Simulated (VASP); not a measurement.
Here is a VASP 6.6.1 calculation.

File INCAR:

```
ALGO = Fast
EDIFF = 1E-6
ENCUT = 520
GGA = PE
ISIF = 2
ISMEAR = 0
LASPH = T
LCHARG = T
LELF = T
LREAL = Auto
LVHAR = T
LWAVE = F
NBANDS = 162
NELM = 80
PREC = Accurate
SIGMA = 0.1
```

File KPOINTS:

```
k-points
0
Gamma
  4 4 4
```

Contents of POSCAR:

```
Cu
1.0
   -5.4447042152      5.4447042152      0.0000000000
   -5.4447042152      0.0000000000      5.4447042152
    0.0000000000      5.4447042152      5.4447042152
Cu
26
Direct
    0.3300684497      0.0000000000      0.0000000000
    0.0000000000      0.3300684497      0.0000000000
    0.0000000000      0.0000000000      0.3300684497
    0.6699315503      0.0000000000      0.0000000000
    0.3333364066      0.3333364066     -0.0000092197
    0.3333364066     -0.0000092197      0.3333364066
    0.0000000000      0.6699315503      0.0000000000
   -0.0000092197      0.3333364066      0.3333364066
    0.0000000000      0.0000000000      0.6699315503
    0.6699315503      0.3300684497      0.0000000000
    0.6699315503      0.0000000000      0.3300684497
    0.3300684497      0.6699315503      0.0000000000
    0.3333364066      0.3333364066      0.3333364066
    0.3300684497      0.0000000000      0.6699315503
    0.0000000000      0.6699315503      0.3300684497
    0.0000000000      0.3300684497      0.6699315503
    0.6666635934      0.6666635934      0.0000092197
    0.6674344068      0.3325655932      0.3325655932
    0.6666635934      0.0000092197      0.6666635934
    0.3325655932      0.6674344068      0.3325655932
    0.3325655932      0.3325655932      0.6674344068
    0.0000092197      0.6666635934      0.6666635934
    0.6674344068      0.6674344068      0.3325655932
    0.6674344068      0.3325655932      0.6674344068
    0.3325655932      0.6674344068      0.6674344068
    0.6666635934      0.6666635934      0.6666635934
```

Potentials or basis: VASP PAW PBE potentials, release 64 (Cu).

Launch:

```console
$ cat potpaw_PBE.64/Cu/POTCAR > POTCAR
$ mpirun -np 1 vasp_std > vasp.out
```

(1) Predict the band gap on the k mesh.

(2) What does it give for the pressure?

## Answers

(1) zero (bands 143 and 144 overlap by 1.80 eV).

(2) -1.2 GPa.

Caveat: the cell differs from its parent crystal (atoms taken out, then relaxed in part).
